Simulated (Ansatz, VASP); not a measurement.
## Sn2Ir: VASP beside Ansatz

Contents of INCAR:

```
SYSTEM = Sn2Ir
  PREC = Accurate
  ENCUT = 520
  EDIFF = 1E-8
  ISMEAR = -1
  SIGMA = 0.03
  LREAL = .False.
  LASPH = .True.
  NELM = 80
  ALGO = Normal
  ISIF = 2
  LWAVE = .False.
  LCHARG = .False.
  GGA = CA
  LEFG = .True.
  NBANDS = 26
```

Contents of KPOINTS:

```
Automatic mesh
0
Gamma
  10 10 10
  0 0 0
```

POSCAR

```
Sn2Ir
1.0
    0.0000000000      3.1261704254      3.1261704254
    3.1261704254      0.0000000000      3.1261704254
    3.1261704254      3.1261704254      0.0000000000
Sn Ir
2 1
Direct
    0.2500000000      0.2500000000      0.2500000000
    0.7500000000      0.7500000000      0.7500000000
    0.0000000000      0.0000000000      0.0000000000
```

Input for Ansatz:

```yaml
crystal:
  lattice:
    - [0.0, 3.1261704254, 3.1261704254]
    - [3.1261704254, 0.0, 3.1261704254]
    - [3.1261704254, 3.1261704254, 0.0]
  atoms:
    - { symbol: Sn, position: [0.25, 0.25, 0.25] }
    - { symbol: Sn, position: [0.75, 0.75, 0.75] }
    - { symbol: Ir, position: [0.0, 0.0, 0.0] }
kpoints:
  mp_grid: { grid: [10, 10, 10] }
scf:
  occupations: { method: fermi_dirac, width: 0.03 }
hamiltonian:
  xc: lda
  pseudopotentials: { kind: all_electron, datasets: crystal }
output:
  forces: true
  stress: true
  eigenvalues: true
  efg: { contact_densities: true }
```

Change from the starting cell: volume scaled by 0.96, crystal datasets.

Alike in both runs: task electric field gradients; functional LDA; k mesh 10 × 10 × 10; occupations fermi-dirac, width 0.03 eV; no spin polarisation.

|  | VASP | Ansatz |
| --- | --- | --- |
| version | VASP 6.6.1 | Ansatz 0.2.0 |
| potentials or method | VASP PAW LDA potentials, release 64 (Sn_d, Ir), cutoff 520 eV | all-electron PAW with datasets made for the crystal, scalar-relativistic |

Ansatz gave:

```
pressure (GPa) : 3.5
```

**Question.** Which values does VASP return?

**Answer.** Pressure (GPa): 4.0.

LDA's correlation is that of Perdew and Zunger in VASP and of Perdew and Wang (1992) in Ansatz. Ansatz ran all-electron here, and VASP with PAW potentials.

Spin-orbit coupling is off throughout.
